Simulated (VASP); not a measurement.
BaTe: G0W0 quasiparticle levels with PBE

The system is BaTe.

```
Ba Te
1.0
     0.00000    3.53239    3.53239
     3.53239    0.00000    3.53239
     3.53239    3.53239    0.00000
Ba Te
1 1
Direct
  0.00000 0.00000 0.00000
  0.50000 0.50000 0.50000
```

```
Program                         : VASP 6.6.1
Task                            : G0W0 quasiparticle levels
Functional                      : PBE
Potentials or basis             : VASP PAW PBE potentials, release 64 (Ba_sv_GW, Te_GW)
Cutoff                          : 500 eV
k mesh                          : 4 × 4 × 4
Occupations                     : gaussian, width 0.01 eV
Spin                            : no spin polarisation
Dipole correction               : no
GW scheme                       : G0W0
GW iterations                   : 1
Cutoff of the response function : 80
Frequency points                : 96
Empty bands                     : 143
Further INCAR settings          : ALGO = EVGW0; EDIFF = 1e-08; NBANDS = 151
```

```yaml
Quasiparticle_gap: 2.52 eV
Least_direct_quasiparticle_gap: 2.93 eV
Band_gap_of_the_starting_levels_on_the_mesh: 1.64 eV
Least_direct_gap_of_the_starting_levels_on_the_mesh: 2.00 eV
```

It took 16 min on 1 thread of Intel Xeon 8259CL, on a shared host, peak memory 1.1 GiB.

Caveat: the k points lie up to 0.39 Å⁻¹ apart; bands, screening cutoff and mesh are small and nothing is extrapolated, so the quasiparticle values aren't converged; spin-orbit coupling is left out, which moves the levels of the heavy elements.
